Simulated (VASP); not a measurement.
Set up this calculation in VASP 6.6.1, as the native input.

* Task: single point
* Functional: PBEsol
* Potentials or basis: VASP PAW PBE potentials, release 64 (Ca_sv, O)
* Cutoff: 600 eV
* k mesh: 6 × 6 × 6
* Occupations: fermi-dirac, width 0.001 eV
* Spin: no spin polarisation
* Dipole correction: no
* Further INCAR settings: ALGO = Normal; EDIFF = 1e-06; NBANDS = 15

The structure of CaO lies in POSCAR:

```
CaO
1.0
    0.0000000000      2.6067317416      2.6067317416
    2.6067317416      0.0000000000      2.6067317416
    2.6067317416      2.6067317416      0.0000000000
Ca O
1 1
Direct
    0.0000000000      0.0000000000      0.0000000000
    0.2500000000      0.2500000000      0.2500000000
```

One way to write it, as run:

INCAR

```
PREC = Accurate
ENCUT = 600
EDIFF = 1E-6
ISMEAR = -1
SIGMA = 0.001
LREAL = False
LASPH = True
NELM = 120
ALGO = Normal
ISIF = 2
LWAVE = False
LCHARG = True
GGA = PS
LELF = True
LVHAR = True
NBANDS = 15
GGA_COMPAT = False
```

KPOINTS

```
Automatic mesh
0
Gamma
  6 6 6
```

Potentials or basis: VASP PAW PBE potentials, release 64 (Ca_sv, O).

Launch:

```sh
$ cat potpaw_PBE.64/Ca_sv/POTCAR potpaw_PBE.64/O/POTCAR > POTCAR
$ mpirun -np 1 vasp_std > vasp.out
```

It gave:

| Quantity | Value |
| --- | --- |
| Pressure | -1.1 GPa |
| Band gap on the k mesh | 3.20 eV (least direct gap 3.83 eV) |

Caveat: the PAW data sets were made with another functional, which shifts forces and pressure a little.

Run time: 25 s on 1 thread of Intel Xeon 8259CL (shared host), peak memory 0.17 GiB.
